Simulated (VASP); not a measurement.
# RbBr (P6_3/mmc) in VASP: notebook, part 2 of 2

VASP 6.6.1.

## (6) Single point, r2SCAN

Input file POSCAR:

```
RbBr
1.0
    4.7710886017      0.0000000000      0.0000000000
   -2.3855443009      4.1318839328      0.0000000000
    0.0000000000      0.0000000000      8.4101539777
Rb Br
2 2
Direct
    0.0000000000      0.0000000000      0.0000000000
    0.0000000000      0.0000000000      0.5000000000
    0.3333333333      0.6666666667      0.2500000000
    0.6666666667      0.3333333333      0.7500000000
```

Input file INCAR.step1:

```
PREC     = Accurate       # precision mode
ENCUT    = 520            # plane-wave cutoff, eV
ISMEAR   = 0              # smearing method
SIGMA    = 0.01           # smearing width, eV
LREAL    = F              # projectors in reciprocal space
LASPH    = T              # aspherical terms in the spheres
NELM     = 100            # most SCF steps
NBANDS   = 24             # bands
GGA      = PE             # functional
ALGO     = Normal         # electronic algorithm
EDIFF    = 1E-4           # SCF threshold, eV
LWAVE    = T              # write WAVECAR
LCHARG   = F              # write CHGCAR
```

Input file INCAR.step2:

```
PREC     = Accurate       # precision mode
ENCUT    = 520            # plane-wave cutoff, eV
EDIFF    = 1E-6           # SCF threshold, eV
ISMEAR   = 0              # smearing method
SIGMA    = 0.01           # smearing width, eV
LREAL    = F              # projectors in reciprocal space
LASPH    = T              # aspherical terms in the spheres
NELM     = 100            # most SCF steps
ALGO     = Normal         # electronic algorithm
ISIF     = 2              # what is computed and relaxed
LWAVE    = F              # write WAVECAR
LCHARG   = F              # write CHGCAR
METAGGA  = R2SCAN         # meta-GGA
LMIXTAU  = T            
NBANDS   = 24             # bands
ISTART   = 1
```

Input file KPOINTS:

```
Automatic mesh
0
Gamma
  6 6 2
```

Potentials or basis: VASP PAW PBE potentials, release 64 (Rb_sv, Br).

Command:

```sh
$ cat potpaw_PBE.64/Rb_sv/POTCAR potpaw_PBE.64/Br/POTCAR > POTCAR
$ cp INCAR.step1 INCAR
$ mpirun -np 1 vasp_std > vasp.out
$ cp INCAR.step2 INCAR
$ mpirun -np 1 vasp_std > vasp.out
```

OUTCAR:

```text
PREC = Accurate
   ENCUT = 520
   EDIFF = 1E-6
   ISMEAR = 0
   LREAL = F
   LASPH = T
   NELM = 100
   ISIF = 2
   METAGGA = R2SCAN
   ISTART = 1

 ion  position               nearest neighbor table
   1  0.000  0.000  0.000-   3 3.47   4 3.47   4 3.47   3 3.47   4 3.47   3 3.47   2 4.21   2 4.21

   2  0.000  0.000  0.500-   3 3.47   4 3.47   4 3.47   3 3.47   4 3.47   3 3.47   1 4.21   1 4.21

   3  0.333  0.667  0.250-   1 3.47   2 3.47   1 3.47   2 3.47   1 3.47   2 3.47
   4  0.667  0.333  0.750-   1 3.47   2 3.47   1 3.47   2 3.47   1 3.47   2 3.47

  LATTYP: Found a hexagonal cell.
 ALAT       =     4.7710886017
 C/A-ratio  =     1.7627327178

  Lattice vectors:

 A1 = (   4.7710886017,   0.0000000000,   0.0000000000)
 A2 = (  -2.3855443009,   4.1318839328,   0.0000000000)
 A3 = (   0.0000000000,   0.0000000000,   8.4101539777)

Analysis of symmetry for initial positions (statically):
=====================================================================
 Subroutine PRICEL returns:
 Original cell was already a primitive cell.

 Routine SETGRP: Setting up the symmetry group for a
 hexagonal supercell.

 Subroutine GETGRP returns: Found 24 space group operations
 (whereof 12 operations were pure point group operations)
 out of a pool of 24 trial point group operations.

The static configuration has the point symmetry D_3d.
 The point group associated with its full space group is D_6h.

Analysis of symmetry for dynamics (positions and initial velocities):
=====================================================================
 Subroutine PRICEL returns:
 Original cell was already a primitive cell.

 Routine SETGRP: Setting up the symmetry group for a
 hexagonal supercell.

 Subroutine GETGRP returns: Found 24 space group operations
 (whereof 12 operations were pure point group operations)
 out of a pool of 24 trial point group operations.

The dynamic configuration has the point symmetry D_3d.
[... 111 lines left out ...]
   IMIX   =      4    mixing-type and parameters
     AMIX     =   0.40;   BMIX     =  1.00
     AMIX_MAG =   1.60;   BMIX_MAG =  1.00
  volume/ion in A,a.u.               =      41.45       279.71
  Fermi-wavevector in a.u.,A,eV,Ry     =   0.946095  1.787861 12.178530  0.895097
  Thomas-Fermi vector in A             =   2.074060
   LORBIT       =      0    0 simple, 1 ext, 2 COOP (PROOUT), +10 PAW based schemes
   METAGGA = R2SCAN    functional components
   LHFCALC =     F    Hartree Fock is set to
   AEXX    =    0.0000 exact exchange contribution
   IVDW    =     0    specifies the selected vdW correction
   LEPSILON=     F    determine dielectric tensor
   LRPA    =     F    only Hartree local field effects (RPA)
 non-spin polarized calculation
 Gauss-broadening in eV      SIGMA  =   0.01
  energy-cutoff  :      520.00
  volume of cell :      165.79
 maximum number of plane-waves:      4482
 NGX is ok and might be reduce to    36
   NGX = 17   NGY = 17   NGZ = 31

 number of electron      32.0000004 magnetization

 Free energy of the ion-electron system (eV)
  ---------------------------------------------------
  ext. energy  EPLUGINS =         0.00000000
  ---------------------------------------------------
  free energy    TOTEN  =       -62.21184212 eV

  energy without entropy =      -62.21184212  energy(sigma->0) =      -62.21184212

 E-fermi :  -2.0910     XC(G=0):  -7.5002

 val. band max:       -2.2004443363   @ k =   0.0000   0.0000   0.0000
 cond. band min:       2.6417537808   @ k =   0.0000   0.0000   0.0000
 fundamental gap:      4.8421981171
 Fermi energy:        -2.0909829912

 k-point     1 :       0.0000    0.0000    0.0000
  band No.  band energies     occupation
      1     -27.5797      2.00000
      2     -27.5628      2.00000
      3     -14.8934      2.00000
      4     -14.8332      2.00000
      5     -11.1200      2.00000
      6     -11.1084      2.00000
[... 367 lines left out ...]
     23       7.2240      0.00000
     24       7.2240      0.00000

------------------------ aborting loop because EDIFF is reached ----------------------------------------

  FORCE on cell =-STRESS in cart. coord.  units (eV):
  Direction    XX          YY          ZZ          XY          YZ          ZX
  --------------------------------------------------------------------------------------
  -------------------------------------------------------------------------------------
  Total        0.0497549      0.0497549      0.0360558     -0.0000000     -0.0000000      0.0000000
  in kB        0.4808135      0.4808135      0.3484307     -0.0000000     -0.0000000      0.0000000
  external PRESSURE =       0.4366859 kB  Pullay stress =       0.0000000 kB

 VOLUME and BASIS-vectors are now :
 -----------------------------------------------------------------------------
  energy-cutoff  :      520.00
  volume of cell :      165.79
      direct lattice vectors                 reciprocal lattice vectors
     4.771088602  0.000000000  0.000000000     0.209595772  0.121010176  0.000000000
    -2.385544301  4.131883933  0.000000000     0.000000000  0.242020351  0.000000000
     0.000000000  0.000000000  8.410153978     0.000000000  0.000000000  0.118903887

 POSITION                                       TOTAL-FORCE (eV/Angst)
 -----------------------------------------------------------------------------------
      0.00000      0.00000      0.00000        -0.000000      0.000000      0.000000
      0.00000      0.00000      4.20508        -0.000000      0.000000      0.000000
     -0.00000      2.75459      2.10254        -0.000000      0.000000     -0.000000
      2.38554      1.37729      6.30762         0.000000     -0.000000     -0.000000
 -----------------------------------------------------------------------------------
    total drift:                               -0.000000      0.000000     -0.000000

  FREE ENERGIE OF THE ION-ELECTRON SYSTEM (eV)
  ---------------------------------------------------
  free  energy   TOTEN  =       -62.2118421197 eV

  energy  without entropy=      -62.2118421197  energy(sigma->0) =      -62.21184212
```

OSZICAR.step1:

```text
N       E                     dE             d eps       ncg     rms          rms(c)
DAV:   1     0.202632586615E+03    0.20263E+03   -0.13046E+04   672   0.112E+03
DAV:   2     0.497487510270E+01   -0.19766E+03   -0.18672E+03   920   0.214E+02
DAV:   3    -0.122970390728E+02   -0.17272E+02   -0.17195E+02  1096   0.634E+01
DAV:   4    -0.125783641098E+02   -0.28133E+00   -0.28107E+00   928   0.855E+00
DAV:   5    -0.125890128283E+02   -0.10649E-01   -0.10648E-01  1008   0.127E+00    0.391E+00
DAV:   6    -0.121334666525E+02    0.45555E+00   -0.71608E-01   792   0.298E+00    0.272E+00
DAV:   7    -0.120934269945E+02    0.40040E-01   -0.37946E-01   832   0.224E+00    0.132E+00
DAV:   8    -0.121159677857E+02   -0.22541E-01   -0.48530E-02   864   0.901E-01    0.153E-01
DAV:   9    -0.121176218694E+02   -0.16541E-02   -0.43594E-03   856   0.258E-01    0.939E-02
DAV:  10    -0.121189074688E+02   -0.12856E-02   -0.12542E-03   704   0.184E-01    0.187E-02
DAV:  11    -0.121189779355E+02   -0.70467E-04   -0.63218E-05   648   0.432E-02
   1 F= -.12118978E+02 E0= -.12118978E+02  d E =-.485063E-24
```

It took 4 min on 1 thread of AMD EPYC 7R13 (Zen 3), shared host; peak memory 0.29 GiB.

What came out:

| Quantity | Value |
| --- | --- |
| Free energy | -62.2118 eV |
| Pressure | 0.0 GPa |
| Band gap on the k mesh | 4.84 eV, direct |

Caveat: the PAW data sets were made with another functional, which shifts forces and pressure a little.

## (7) The runs side by side

```csv
level,potentials or basis,k mesh,gap on the mesh (eV),pressure (GPa)
PBE,"VASP PAW PBE potentials, release 64 (Rb_sv, Br)",6 × 6 × 2,4.23,0.6
LDA,"VASP PAW LDA potentials, release 64 (Rb_sv, Br)",6 × 6 × 2,3.84,-1.5
PBEsol,"VASP PAW PBE potentials, release 64 (Rb_sv, Br)",6 × 6 × 4,4.09,-0.4
r2SCAN,"VASP PAW PBE potentials, release 64 (Rb_sv, Br)",6 × 6 × 2,4.84,0.0
```

Alike in all rows: task single point; no spin polarisation; cell as given; cutoff (eV) 520; smearing gaussian 0.01 eV.

Caveats: the PAW data sets were made with another functional, which shifts forces and pressure a little (some runs).

Absolute energies hang on the potentials; compare differences alone.
